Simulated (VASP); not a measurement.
Write the native input for VASP 6.6.1 that does the following.

* Task: relaxation of cell and atoms
* Functional: PBE
* Potentials or basis: VASP PAW PBE potentials, release 64 (Zn, Se)
* Cutoff: 600 eV
* k mesh: 8 × 8 × 8
* Occupations: gaussian, width 0.01 eV
* Spin: no spin polarisation
* Dipole correction: no
* Further INCAR settings: ALGO = Normal; EDIFF = 1e-06; IBRION = 2; EDIFFG = -0.001; NSW = 80; ISIF = 3

The structure of ZnSe lies in POSCAR:

```
ZnSe
1.0
    0.0000000000      2.8659201435      2.8659201435
    2.8659201435      0.0000000000      2.8659201435
    2.8659201435      2.8659201435      0.0000000000
Zn Se
1 1
Direct
    0.0000000000      0.0000000000      0.0000000000
    0.7500000000      0.7500000000      0.7500000000
```

The input as run:

INCAR

```
PREC     = Accurate       # precision mode
ENCUT    = 600            # plane-wave cutoff, eV
EDIFF    = 1E-6           # SCF threshold, eV
ISMEAR   = 0              # smearing method
SIGMA    = 0.01           # smearing width, eV
LREAL    = F              # projectors in reciprocal space
LASPH    = T              # aspherical terms in the spheres
NELM     = 100            # most SCF steps
ALGO     = Normal         # electronic algorithm
ISIF     = 3              # what is computed and relaxed
LWAVE    = F              # write WAVECAR
LCHARG   = F              # write CHGCAR
GGA      = PE             # functional
IBRION   = 2              # ionic algorithm
NSW      = 80             # ionic steps
EDIFFG   = -0.001         # ionic threshold
```

KPOINTS

```
regular mesh
0
Gamma
  8 8 8
```

Potentials or basis: VASP PAW PBE potentials, release 64 (Zn, Se).

Command:

```sh
$ cat potpaw_PBE.64/Zn/POTCAR potpaw_PBE.64/Se/POTCAR > POTCAR
$ mpirun -np 1 vasp_std > vasp.out
```

It gave:

```
Relaxed volume                         : 23.63 Å³/atom
Relaxed cell                           : a = 4.058 Å, b = 4.058 Å, c = 4.058 Å, α = 60.00°, β = 60.00°, γ = 60.00°
Space group after relaxing (to 0.05 Å) : F-43m (No. 216)
Energy gained by relaxing              : 0.1 meV/atom
Ionic steps                            : 10
Pressure after relaxing                : 0.0 GPa
Band gap on the k mesh                 : 1.14 eV, direct
```

Wall time 36 s on 1 thread of Intel(R) Xeon(R) 6975P-C (Granite Rapids), with other jobs on the host, peak memory 0.19 GiB.
